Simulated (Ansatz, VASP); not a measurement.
AlN in VASP and in Ansatz

INCAR

```
SYSTEM = AlN
ALGO = Normal ; EDIFF = 1E-7
ENCUT = 520 ; GGA = PE
ISIF = 2 ; ISMEAR = -1
LASPH = .TRUE. ; LCHARG = .FALSE.
LREAL = .FALSE. ; LWAVE = .FALSE.
NBANDS = 16 ; NELM = 60
PREC = Accurate ; SIGMA = 0.02
```

Contents of KPOINTS:

```
k-points
0
G
  11 11 6
  0 0 0
```

File POSCAR:

```
AlN
1.0
    3.1110021516      0.0000000000      0.0000000000
   -1.5555010758      2.6942068945      0.0000000000
    0.0000000000      0.0000000000      4.8784400000
Al N
2 2
Direct
    0.3333333333      0.6666666667      0.0000000000
    0.6666666667      0.3333333333      0.5000000000
    0.3333333333      0.6666666667      0.3850000000
    0.6666666667      0.3333333333      0.8850000000
```

Input for Ansatz:

```yaml
crystal:
  lattice:
    - [3.1110021516, 0.0, 0.0]
    - [-1.5555010758, 2.6942068945, 0.0]
    - [0.0, 0.0, 4.87844]
  atoms:
    - { symbol: Al, position: [0.3333333333, 0.6666666667, 0.0] }
    - { symbol: Al, position: [0.6666666667, 0.3333333333, 0.5] }
    - { symbol: "N", position: [0.3333333333, 0.6666666667, 0.385] }
    - { symbol: "N", position: [0.6666666667, 0.3333333333, 0.885] }
kpoints:
  mp_grid: { grid: [11, 11, 6] }
  band_path:
    path:
      - [0.0, 0.0, 0.0]
      - [0.5, 0.0, 0.0]
      - [0.3333333333, 0.3333333333, 0.0]
      - [0.0, 0.0, 0.0]
      - [0.0, 0.0, 0.5]
      - [0.5, 0.0, 0.5]
      - [0.3333333333, 0.3333333333, 0.5]
      - [0.0, 0.0, 0.5]
      - [0.5, 0.0, 0.5]
    npoints: 5
scf:
  occupations: { method: fermi_dirac, width: 0.02 }
hamiltonian:
  xc: pbe
  pseudopotentials: { kind: all_electron, lapw: { basis_error: 0.001 } }
output:
  forces: true
  stress: true
  eigenvalues: true
```

Change from the starting cell: zz strain of -2 %.

Alike in both runs: task single point; functional PBE; k mesh 11 × 11 × 6; occupations fermi-dirac, width 0.02 eV; no spin polarisation.

|  | VASP | Ansatz |
| --- | --- | --- |
| version | VASP 6.6.1 | Ansatz 0.2.0 |
| potentials or method | VASP PAW PBE potentials, release 64 (Al, N), cutoff 520 eV | all-electron LAPW, scalar-relativistic |

Ansatz gave:

```
gap on the k mesh at the Fermi level (eV)                     : 4.29
pressure (GPa)                                                : 8.1
traceless stress, the component that is largest in VASP (GPa) : 4.02
rms of the force components (eV/Å)                            : 0.052
```

Task: Which values does VASP return?

Result: gap on the k mesh at the Fermi level (eV): 4.29; pressure (GPa): 7.9; traceless stress, the component that is largest in VASP (GPa): 4.09; rms of the force components (eV/Å): 0.053.

Atom by atom the forces differ by 0.001 eV/Å (rms over components). Ansatz ran all-electron here, and VASP with PAW potentials.
